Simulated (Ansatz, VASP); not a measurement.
# SrO: VASP beside Ansatz

INCAR

```
SYSTEM = SrO
ALGO = Normal
EDIFF = 1E-6
ENCUT = 520
GGA = PE
ISIF = 2
ISMEAR = 0
LASPH = .TRUE.
LCHARG = .FALSE.
LREAL = .FALSE.
LWAVE = .FALSE.
NBANDS = 24
NELM = 100
PREC = Accurate
SIGMA = 0.05
```

KPOINTS

```
k-points
0
G
  8 8 10
  0 0 0
```

POSCAR

```
SrO
1.0
    4.4863742577      0.0000000000      0.0000000000
    0.0000000000      4.4863742577      0.0000000000
    0.0000000000      0.0000000000      3.5966252849
Sr O
2 2
Direct
    0.5000000000      0.0000000000      0.2703680608
    0.0000000000      0.5000000000      0.7296319392
    0.0000000000      0.0000000000      0.0000000000
    0.5000000000      0.5000000000      0.0000000000
```

Input for Ansatz:

```yaml
crystal:
  lattice:
    - [4.4863742577, 0.0, 0.0]
    - [0.0, 4.4863742577, 0.0]
    - [0.0, 0.0, 3.5966252849]
  atoms:
    - { symbol: Sr, position: [0.5, 0.0, 0.2703680608] }
    - { symbol: Sr, position: [0.0, 0.5, 0.7296319392] }
    - { symbol: O, position: [0.0, 0.0, 0.0] }
    - { symbol: O, position: [0.5, 0.5, 0.0] }
basis:
  ecutwfc: 420
  ecutrho_ratio: 4
  xc_grid: 3
kpoints:
  mp_grid: { grid: [8, 8, 10] }
hamiltonian:
  xc: pbe
scf:
  occupations: { method: gaussian, width: 0.05 }
output:
  forces: true
  stress: true
  write_density: true
  write_potential: true
  elf: true
  volumetric_format: npy
```

Alike in both runs: task single point; functional PBE; k mesh 8 × 8 × 10; occupations gaussian, width 0.05 eV; no spin polarisation.

|  | VASP | Ansatz |
| --- | --- | --- |
| version | VASP 6.6.1 | Ansatz 0.2.0 |
| potentials or method | VASP PAW PBE potentials, release 64 (Sr_sv, O), cutoff 520 eV | scalar-relativistic, plane waves, PAW |
| valence electrons in the cell | 32 | 32 |

Ansatz gave:

* gap on the k mesh at the Fermi level (eV): 2.53
* pressure (GPa): 0.0
* traceless stress, the component that is largest in VASP (GPa): -0.02
* rms of the force components (eV/Å): 0.000

Q: What did VASP give for the same quantities?

A: gap on the k mesh at the Fermi level (eV): 2.52; pressure (GPa): 0.6; traceless stress, the component that is largest in VASP (GPa): -0.25; rms of the force components (eV/Å): 0.028.

Atom by atom the forces differ by 0.028 eV/Å (rms over components).
